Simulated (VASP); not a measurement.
Here is a VASP 6.6.1 calculation.

POSCAR

```
GdRh
1.0
    3.7002415801      0.0000000000      0.0000000000
    0.0000000000      3.7002415801      0.0000000000
    0.0000000000      0.0000000000      3.7002415801
Gd Rh
1 1
Direct
    0.0000000000      0.0000000000      0.0000000000
    0.5000000000      0.5000000000      0.5000000000
```

The input INCAR.step1:

```
PREC = Accurate
ENCUT = 520
ISMEAR = -1
SIGMA = 0.03
LREAL = F
LASPH = T
NELM = 150
ISPIN = 2
MAGMOM = 7 0
LMAXMIX = 6
NBANDS = 28
GGA = PE
ALGO = Normal
EDIFF = 1E-4
LWAVE = T
LCHARG = F
```

Contents of INCAR.step2:

```
PREC = Accurate
ENCUT = 520
EDIFF = 1E-6
ISMEAR = -1
SIGMA = 0.03
LREAL = F
LASPH = T
NELM = 150
ALGO = Normal
ISIF = 2
LWAVE = F
LCHARG = T
ISPIN = 2
MAGMOM = 7 0
LORBIT = 11
LMAXMIX = 6
METAGGA = R2SCAN
LMIXTAU = T
LELF = T
LVHAR = T
NBANDS = 28
ISTART = 1
```

KPOINTS

```
regular mesh
0
Gamma
  8 8 8
```

Potentials or basis: VASP PAW PBE potentials, release 64 (Gd, Rh_pv).

Run with:

```sh
$ cat potpaw_PBE.64/Gd/POTCAR potpaw_PBE.64/Rh_pv/POTCAR > POTCAR
$ cp INCAR.step1 INCAR
$ mpirun -np 1 vasp_std > vasp.out
$ cp INCAR.step2 INCAR
$ mpirun -np 1 vasp_std > vasp.out
```

(1) What does it give for the pressure?

(2) What does it give for the site moments?

(3) Predict the net moment.

## Answers

(1) -14.2 GPa.

(2) Gd +6.92; Rh -0.77 μB.

(3) 6.81 μB per cell.

Caveat: the cell stands under tension; the PAW data sets were made with another functional, which shifts forces and pressure a little.
